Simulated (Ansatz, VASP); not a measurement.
## Y in VASP and in Ansatz

File INCAR:

```
PREC = Accurate
ENCUT = 520
EDIFF = 1E-6
ISMEAR = -1
SIGMA = 0.05
LREAL = F
LASPH = T
NELM = 100
ALGO = Normal
ISIF = 2
LWAVE = F
LCHARG = F
GGA = PS
NBANDS = 18
```

The input KPOINTS:

```
Automatic mesh
0
Gamma
  8 8 5
```

POSCAR

```
Y
1.0
    3.6953976095      0.0000000000      0.0000000000
   -1.8476988047      3.2003082069      0.0000000000
    0.0000000000      0.0000000000      5.8060112795
Y
2
Direct
    0.6666666667      0.3333333333      0.7500000000
    0.3333333333      0.6666666667      0.2500000000
```

Contents of input.yaml:

```yaml
crystal:
  lattice:
    - [3.6953976095, 0.0, 0.0]
    - [-1.8476988047, 3.2003082069, 0.0]
    - [0.0, 0.0, 5.8060112795]
  atoms:
    - { symbol: "Y", position: [0.6666666667, 0.3333333333, 0.75] }
    - { symbol: "Y", position: [0.3333333333, 0.6666666667, 0.25] }
hamiltonian:
  xc: pbesol
  pseudopotentials: { kind: paw }
kpoints:
  mp_grid: { grid: [8, 8, 5] }
scf:
  occupations: { method: fermi_dirac, width: 0.05 }
output:
  forces: true
  stress: true
  eigenvalues: true
```

Alike in both runs: task single point; functional PBEsol; k mesh 8 × 8 × 5; occupations fermi-dirac, width 0.05 eV; no spin polarisation.

```csv
,VASP,Ansatz
version,VASP 6.6.1,Ansatz 0.2.0
potentials or method,"VASP PAW PBE potentials, release 64 (Y_sv)",Ansatz PAW
plane-wave cutoff (eV),520,420
valence electrons in the cell,22,22
```

|  | VASP | Ansatz | Ansatz less VASP |
| --- | --- | --- | --- |
| gap on the k mesh at the Fermi level (eV) | none | none | - |
| pressure (GPa) | -3.4 | -3.4 | +0.09 |
| traceless stress, the component that is largest in VASP (GPa) | -0.31 | -0.31 | 0.000 |

VASP's potentials were made for PBE, not for PBEsol. A gap of «none» marks a metal or a gap that the smearing closes.
